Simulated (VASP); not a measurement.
Wanted: the native input for a VASP 6.6.1 run.

| Property | Result |
| --- | --- |
| Task | single point |
| Functional | PBE |
| Potentials or basis | VASP PAW PBE potentials, release 64 (Al, O) |
| Cutoff | 600 eV |
| k mesh | 6 × 6 × 6 |
| Occupations | gaussian, width 0.02 eV |
| Spin | no spin polarisation |
| Dipole correction | no |
| Further INCAR settings | ALGO = Normal; EDIFF = 1e-06; NBANDS = 35 |

The structure of Al2O3 lies in POSCAR:

```
Al2O3
1.0
    2.4040098479      1.3879557160      4.3737198659
   -2.4040098479      1.3879557160      4.3737198659
    0.0000000000     -2.7759114825      4.3737198500
Al O
4 6
Direct
    0.3521232986      0.3521232986      0.3521232986
    0.1478767014      0.1478767014      0.1478767014
    0.6478767014      0.6478767014      0.6478767014
    0.8521232986      0.8521232986      0.8521232986
    0.5561626202      0.9438373798      0.2500000000
    0.2500000000      0.5561626202      0.9438373798
    0.9438373798      0.2500000000      0.5561626202
    0.4438373798      0.0561626202      0.7500000000
    0.7500000000      0.4438373798      0.0561626202
    0.0561626202      0.7500000000      0.4438373798
```

These files were run (other wordings do the same):

INCAR

```
  PREC = Accurate
  ENCUT = 600
  EDIFF = 1E-6
  ISMEAR = 0
  SIGMA = 0.02
  LREAL = False
  LASPH = True
  NELM = 120
  ALGO = Normal
  ISIF = 2
  LWAVE = False
  LCHARG = False
  GGA = PE
  NBANDS = 35
  GGA_COMPAT = False
```

KPOINTS

```
Automatic mesh
0
Gamma
  6 6 6
```

Potentials or basis: VASP PAW PBE potentials, release 64 (Al, O).

Command:

```sh
$ cat potpaw_PBE.64/Al/POTCAR potpaw_PBE.64/O/POTCAR > POTCAR
$ mpirun -np 1 vasp_std > vasp.out
```

It gave:

```
Pressure               : -0.4 GPa
Largest force          : 0.008 eV/Å
Band gap on the k mesh : 5.85 eV
```

It took 79 s on 1 thread of Intel(R) Xeon(R) 6975P-C (Granite Rapids), with other jobs on the host, peak memory 0.28 GiB.
